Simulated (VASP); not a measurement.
# AlNi (Cmmm) in VASP: single point with PBEsol

Aim: the single point of AlNi with PBEsol.

Everything below comes from runs of VASP 6.6.1. Logs are shortened: lines on timing, memory, paths and dates and some standing lists are left out, and cuts for length are marked.

## (1) The cell of the first run

It takes space group Cmmm (No. 65, orthorhombic). The conventional cell has a = 3.877 Å, b = 3.906 Å, c = 3.099 Å, α = 90.00°, β = 90.00°, γ = 90.00°. Within 3.3 Å of Al (site symmetry mmm) lie 8 Ni at 2.48 to 2.49 Å and 6 Al at 2.75 to 3.10 Å. Within 3.3 Å of Ni (site symmetry mmm) lie 8 Al at 2.48 to 2.49 Å and 6 Ni at 2.75 to 3.10 Å.

## (2) Single point, PBEsol, collinear spin, ferromagnetic start

Input file INCAR:

```
ALGO = Normal
EDIFF = 1E-7
ENCUT = 520
GGA = PS
ISIF = 2
ISMEAR = -1
ISPIN = 2
LASPH = True
LCHARG = False
LMAXMIX = 4
LORBIT = 11
LREAL = False
LWAVE = False
MAGMOM = 0 1.5
NBANDS = 18
NELM = 150
PREC = Accurate
SIGMA = 0.05
```

Input file KPOINTS:

```
k-points
0
Gamma
  12 12 11
```

Input file POSCAR:

```
AlNi
1.0
    1.9386940000     -1.9531900000      0.0000000000
    1.9386940000      1.9531900000      0.0000000000
    0.0000000000      0.0000000000      3.0994300000
Al Ni
1 1
Direct
    0.0000000000      0.0000000000      0.0000000000
    0.5000000000      0.5000000000      0.5000000000
```

Potentials or basis: VASP PAW PBE potentials, release 64 (Al, Ni).

Launch:

```sh
$ cat potpaw_PBE.64/Al/POTCAR potpaw_PBE.64/Ni/POTCAR > POTCAR
$ mpirun -np 1 vasp_std > vasp.out
```

OUTCAR:

```text
EDIFF = 1E-7
   ENCUT = 520
   GGA = PS
   ISIF = 2
   ISMEAR = -1
   ISPIN = 2
   LASPH = True
   LORBIT = 11
   LREAL = False
   NELM = 150
   PREC = Accurate

 ion  position               nearest neighbor table
   1  0.000  0.000  0.000-   2 2.48   2 2.48   2 2.48   2 2.48   2 2.49   2 2.49   2 2.49   2 2.49

   2  0.500  0.500  0.500-   1 2.48   1 2.48   1 2.48   1 2.48   1 2.49   1 2.49   1 2.49   1 2.49

  LATTYP: Found a base centered orthorhombic cell.
 ALAT       =     3.8773880000
 B/A-ratio  =     1.0074771986
 C/A-ratio  =     0.7993602910

  Lattice vectors:

 A1 = (   1.9386940000,  -1.9531900000,   0.0000000000)
 A2 = (   1.9386940000,   1.9531900000,   0.0000000000)
 A3 = (   0.0000000000,   0.0000000000,   3.0994300000)

Analysis of symmetry for initial positions (statically):
=====================================================================
 Subroutine PRICEL returns:
 Original cell was already a primitive cell.

 Routine SETGRP: Setting up the symmetry group for a
 base centered orthorhombic supercell.

 Subroutine GETGRP returns: Found  8 space group operations
 (whereof  8 operations were pure point group operations)
 out of a pool of  8 trial point group operations.

The static configuration has the point symmetry D_2h.

Analysis of symmetry for dynamics (positions and initial velocities):
=====================================================================
 Subroutine PRICEL returns:
 Original cell was already a primitive cell.

 Routine SETGRP: Setting up the symmetry group for a
 base centered orthorhombic supercell.

 Subroutine GETGRP returns: Found  8 space group operations
 (whereof  8 operations were pure point group operations)
 out of a pool of  8 trial point group operations.

The dynamic configuration has the point symmetry D_2h.

Analysis of structural, dynamic, and magnetic symmetry:
=====================================================================
 Subroutine PRICEL returns:
 Original cell was already a primitive cell.

 Routine SETGRP: Setting up the symmetry group for a
 base centered orthorhombic supercell.

 Subroutine GETGRP returns: Found  8 space group operations
 (whereof  8 operations were pure point group operations)
 out of a pool of  8 trial point group operations.

The overall configuration has the point symmetry D_2h.

 Subroutine INISYM returns: Found  8 space group operations
 (whereof  8 operations are pure point group operations),
 and found     1 'primitive' translations

----------------------------------------------------------------------------------------

                                     Primitive cell

  volume of cell :      23.4728

  direct lattice vectors                    reciprocal lattice vectors
     1.938694000 -1.953190000  0.000000000     0.257905580 -0.255991481  0.000000000
     1.938694000  1.953190000  0.000000000     0.257905580  0.255991481  0.000000000
     0.000000000  0.000000000  3.099430000     0.000000000  0.000000000  0.322639969

  length of vectors
     2.751996657  2.751996657  3.099430000     0.363382617  0.363382617  0.322639969

  position of ions in fractional coordinates (direct lattice)
     0.000000000  0.000000000  0.000000000
     0.500000000  0.500000000  0.500000000

  ion indices of the primitive-cell ions
   primitive index   ion index
                 1           1
                 2           2

----------------------------------------------------------------------------------------

 KPOINTS: k-points

Automatic generation of k-mesh.
 Grid dimensions read from file:
 generate k-points for:   12   12   11

 Generating k-lattice:

  Cartesian coordinates                     Fractional coordinates (reciprocal lattice)
     0.021492132 -0.021332623  0.000000000     0.083333333  0.000000000  0.000000000
     0.021492132  0.021332623  0.000000000     0.000000000  0.083333333  0.000000000
     0.000000000  0.000000000  0.029330906     0.000000000  0.000000000  0.090909091

  Length of vectors
     0.030281885  0.030281885  0.029330906

  Shift w.r.t. Gamma in fractional coordinates (k-lattice)
     0.000000000  0.000000000  0.000000000

 Subroutine IBZKPT returns following result:
 ===========================================

 Found    258 irreducible k-points:

 Following reciprocal coordinates:
            Coordinates               Weight
  0.000000  0.000000  0.000000      1.000000
  0.083333 -0.000000  0.000000      4.000000
  0.166667 -0.000000  0.000000      4.000000
  0.250000  0.000000  0.000000      4.000000
  0.333333 -0.000000  0.000000      4.000000
  0.416667  0.000000  0.000000      4.000000
[... 16 lines left out ...]
  0.500000  0.166667  0.000000      4.000000
 -0.416667  0.166667  0.000000      4.000000
 [... further k-points ...]
   k-points           NKPTS =    258   k-points in BZ     NKDIM =    258   number of bands    NBANDS=     18
   number of dos      NEDOS =    301   number of ions     NIONS =      2
   total plane-waves  NPLWV =   9600
   dimension x,y,z NGX =    20 NGY =   20 NGZ =   24
   dimension x,y,z NGXF=    40 NGYF=   40 NGZF=   48
   ions per type =               1   1
   NGX,Y,Z   is equivalent  to a cutoff of  12.08, 12.08, 12.87 a.u.
   NGXF,Y,Z  is equivalent  to a cutoff of  24.16, 24.16, 25.75 a.u.
 SYSTEM =  unknown system
   PREC   = accura    normal or accurate (medium, high low for compatibility)
   ISTART =      0    job   : 0-new  1-cont  2-samecut
   ICHARG =      2    charge: 1-file 2-atom 10-const
   ISPIN  =      2    spin polarized calculation?
   LNONCOLLINEAR =      F non collinear calculations
   LSORBIT =      F    spin-orbit coupling
   LASPH  =      T    aspherical Exc in radial PAW
   ENCUT  =  520.0 eV  38.22 Ry    6.18 a.u.   5.12  5.12  5.76*2*pi/ulx,y,z
   NELM   =    150;   NELMIN=  2; NELMDL= -5     # of ELM steps
   EDIFF  = 0.1E-06   stopping-criterion for ELM
   LREAL  =      F    real-space projection
   EDIFFG = 0.1E-05   stopping-criterion for IOM
   NSW    =      0    number of steps for IOM
   IBRION =     -1    ionic relax: 0-MD 1-quasi-New 2-CG
   NFREE  =      0    steps in history (QN), initial steepest desc. (CG)
   ISIF   =      2    stress and relaxation
   ISYM   =      2    0-nonsym 1-usesym 2-fastsym
   POTIM  = 0.5000    time-step for ionic-motion
   TEBEG  =    0.0;   TEEND  =   0.0 temperature during run
   PSTRESS=    0.0 pullay stress
   NELECT =      13.0000    total number of electrons
   NUPDOWN=      -1.0000    fix difference up-down
   EMIN   =  10.00;   EMAX   =-10.00  energy-range for DOS
   EFERMI =   0.00;   METHOD = LEGACY
   ISMEAR =    -1;   SIGMA  =   0.05  broadening in eV -4-tet -1-fermi 0-gaus
   EFERMI_NEDOS =   21; number of points for ismear=-14 and -15
   IALGO  =     38    algorithm
   IMIX   =      4    mixing-type and parameters
     AMIX     =   0.40;   BMIX     =  1.00
     AMIX_MAG =   1.60;   BMIX_MAG =  1.00
  volume/ion in A,a.u.               =      11.74        79.20
  Fermi-wavevector in a.u.,A,eV,Ry     =   1.344417  2.540580 24.591957  1.807458
  Thomas-Fermi vector in A             =   2.472413
   LORBIT       =     11    0 simple, 1 ext, 2 COOP (PROOUT), +10 PAW based schemes
   GGA     = PS    functional components
   LHFCALC =     F    Hartree Fock is set to
   AEXX    =    0.0000 exact exchange contribution
   IVDW    =     0    specifies the selected vdW correction
   LEPSILON=     F    determine dielectric tensor
   LRPA    =     F    only Hartree local field effects (RPA)
 spin polarized calculation
  energy-cutoff  :      520.00
  volume of cell :       23.47
 maximum number of plane-waves:       646
   NGX = 11   NGY = 11   NGZ = 11

 number of electron      13.0000022 magnetization      -0.0010013

 number of electron      13.0000022 magnetization       0.0000347

 Free energy of the ion-electron system (eV)
  ---------------------------------------------------
  ext. energy  EPLUGINS =         0.00000000
  ---------------------------------------------------
  free energy    TOTEN  =       -11.54844105 eV

  energy without entropy =      -11.54173490  energy(sigma->0) =      -11.54508797

 E-fermi :  10.1258     XC(G=0): -12.2566

 val. band max:       10.1035105213   @ k =  -0.4167   0.1667   0.2727
 cond. band min:      10.1351737511   @ k =  -0.1667   0.0833   0.2727
 fundamental gap:      0.0316632298
 Fermi energy:        10.1257553463

 spin component 1

 k-point     1 :       0.0000    0.0000    0.0000
  band No.  band energies     occupation
      1      -1.1365      1.00000
      2       6.7135      1.00000
      3       6.8619      1.00000
      4       8.4810      1.00000
      5       8.5012      1.00000
      6       8.7991      1.00000
[... 10 lines left out ...]
     17      33.5641      0.00000
     18      33.5709      0.00000
[... 463 lines left out ...]
 k-point    24 :      -0.4167    0.1667    0.0000
  band No.  band energies     occupation
      1       2.6574      1.00000
      2       5.2416      1.00000
      3       7.4445      1.00000
      4       7.5154      1.00000
      5       8.0134      1.00000
      6       8.3425      1.00000
[... 10 lines left out ...]
     17      33.4654      0.00000
     18      34.1002      0.00000

 [... further k-points ...]

 spin component 2

 k-point     1 :       0.0000    0.0000    0.0000
  band No.  band energies     occupation
      1      -1.1365      1.00000
      2       6.7136      1.00000
      3       6.8621      1.00000
      4       8.4813      1.00000
      5       8.5014      1.00000
      6       8.7993      1.00000
[... 10 lines left out ...]
     17      33.5636      0.00000
     18      33.5702      0.00000
[... 463 lines left out ...]
 k-point    24 :      -0.4167    0.1667    0.0000
  band No.  band energies     occupation
      1       2.6575      1.00000
      2       5.2417      1.00000
      3       7.4447      1.00000
      4       7.5156      1.00000
      5       8.0136      1.00000
      6       8.3427      1.00000
[... 10 lines left out ...]
     17      33.4654      0.00000
     18      34.1002      0.00000

 [... further k-points ...]

------------------------ aborting loop because EDIFF is reached ----------------------------------------

  FORCE on cell =-STRESS in cart. coord.  units (eV):
  Direction    XX          YY          ZZ          XY          YZ          ZX
  --------------------------------------------------------------------------------------
  -------------------------------------------------------------------------------------
  Total        0.5316420      0.3042289     -0.6089384      0.0000000      0.0000000      0.0000000
  in kB       36.2881009     20.7656467    -41.5641008      0.0000000      0.0000000      0.0000000
  external PRESSURE =       5.1632156 kB  Pullay stress =       0.0000000 kB

 VOLUME and BASIS-vectors are now :
 -----------------------------------------------------------------------------
  energy-cutoff  :      520.00
  volume of cell :       23.47
      direct lattice vectors                 reciprocal lattice vectors
     1.938694000 -1.953190000  0.000000000     0.257905580 -0.255991481  0.000000000
     1.938694000  1.953190000  0.000000000     0.257905580  0.255991481  0.000000000
     0.000000000  0.000000000  3.099430000     0.000000000  0.000000000  0.322639969

 POSITION                                       TOTAL-FORCE (eV/Angst)
 -----------------------------------------------------------------------------------
      0.00000      0.00000      0.00000         0.000000      0.000000      0.000000
      1.93869      0.00000      1.54971        -0.000000     -0.000000      0.000000
 -----------------------------------------------------------------------------------
    total drift:                                0.000000      0.000000      0.000000

  FREE ENERGIE OF THE ION-ELECTRON SYSTEM (eV)
  ---------------------------------------------------
  free  energy   TOTEN  =       -11.5484410502 eV

  energy  without entropy=      -11.5417348990  energy(sigma->0) =      -11.54508797

 total charge

# of ion       s       p       d       tot
------------------------------------------
    1        0.387   0.423   0.000   0.810
    2        0.490   0.537   8.480   9.507
--------------------------------------------------
tot          0.877   0.961   8.480  10.317

 magnetization (x)

# of ion       s       p       d       tot
------------------------------------------
    1       -0.000  -0.000   0.000  -0.000
    2        0.000   0.000   0.000   0.000
--------------------------------------------------
tot          0.000   0.000   0.000   0.000
```

It took 3.1 min on 1 thread of Intel Xeon 8259CL, shared host; peak memory 0.27 GiB.

Results:

| Property | Result |
| --- | --- |
| Free energy | -11.5484 eV |
| Pressure | 0.5 GPa |
| Net moment | 0.00 μB per cell |
| Valence electrons inside the program's atomic spheres | Al 0.81; Ni 9.51 |

Caveat: the PAW data sets were made with another functional, which shifts forces and pressure a little.
